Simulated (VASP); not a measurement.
# TaNi3: single point with LDA

The system is TaNi3.

```
CELL_PARAMETERS angstrom
0.00000 2.55115 3.70454
2.54639 0.00000 3.70454
2.54639 2.55115 0.00000
ATOMIC_POSITIONS crystal
Ta 0.00000 0.00000 0.00000
Ni 0.50000 0.50000 0.50000
Ni 0.25000 0.25000 0.25000
Ni 0.75000 0.75000 0.75000
```

```yaml
Program: VASP 6.6.1
Task: single point
Functional: LDA
Potentials_or_basis: VASP PAW LDA potentials, release 64 (Ta_pv, Ni)
Cutoff: 520 eV
k_mesh: 8 × 8 × 8
Occupations: fermi-dirac, width 0.05 eV
Spin: collinear spin, ferromagnetic start
Starting_moments: "[0.3, 0.3, 0.3, 0.3] μB"
Fixed_moment: 1.2 μB
Dipole_correction: no
Further_INCAR_settings: ALGO = Normal; EDIFF = 1e-06; NBANDS = 32
```

```json
{"Pressure": "-7.7 GPa", "Net moment": "1.20 μB per cell", "Site moments": "Ta +0.23; Ni +0.34, +0.26 (each value once) μB", "Valence electrons inside the program's atomic spheres": "Ta 8.93; Ni 9.48, 9.46 (each value once)"}
```

Stress tensor (GPa, compression positive):
```
-7.07  0.00  0.00
 0.00 -7.44  0.00
 0.00  0.00 -8.45
```

It took 11 min on 1 thread of Oxide Virtual Turin-like Processor (shared host), peak memory 0.29 GiB.

Caveat: the cell stands under tension; the total moment is fixed, so each spin has its own Fermi level and the state may be an excited one.
